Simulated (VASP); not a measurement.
Set up this calculation in VASP 6.6.1, as the native input.

```yaml
Task: single point
Functional: PBEsol
Potentials_or_basis: VASP PAW PBE potentials, release 64 (Cu)
Cutoff: 520 eV
k_mesh: 24 × 24 × 12
Occupations: gaussian, width 0.15 eV
Spin: no spin polarisation
Dipole_correction: no
Further_INCAR_settings: ALGO = Fast; EDIFF = 1e-06; NBANDS = 18
```

The structure of Cu lies in POSCAR:

```
Cu
1.0
    2.4533046400      0.0000000000      0.0000000000
   -1.2266523200      2.1246241415      0.0000000000
    0.0000000000      0.0000000000      4.1708632185
Cu
2
Direct
    0.3333333333      0.6666666667      0.2500000000
    0.6666666667      0.3333333333      0.7500000000
```

This isn't the form of Cu at room conditions, which is fcc.

One way to write it, as run:

INCAR

```
  ALGO = Fast
  EDIFF = 1E-6
  ENCUT = 520
  GGA = PS
  ISIF = 2
  ISMEAR = 0
  LASPH = True
  LCHARG = True
  LELF = True
  LREAL = False
  LVHAR = True
  LWAVE = False
  NBANDS = 18
  NELM = 80
  PREC = Accurate
  SIGMA = 0.15
```

KPOINTS

```
k-points
0
Gamma
  24 24 12
```

Potentials or basis: VASP PAW PBE potentials, release 64 (Cu).

Command:

```bash
$ cat potpaw_PBE.64/Cu/POTCAR > POTCAR
$ mpirun -np 1 vasp_std > vasp.out
```

Results of the run:

The pressure is 9.3 GPa and the band gap on the k mesh is zero (bands 11 and 12 overlap by 6.52 eV).

Caveat: the cell stands under pressure; the PAW data sets were made with another functional, which shifts forces and pressure a little.

It took 76 s on 1 thread of Intel(R) Xeon(R) 6975P-C (Granite Rapids), on a shared host, peak memory 0.23 GiB.
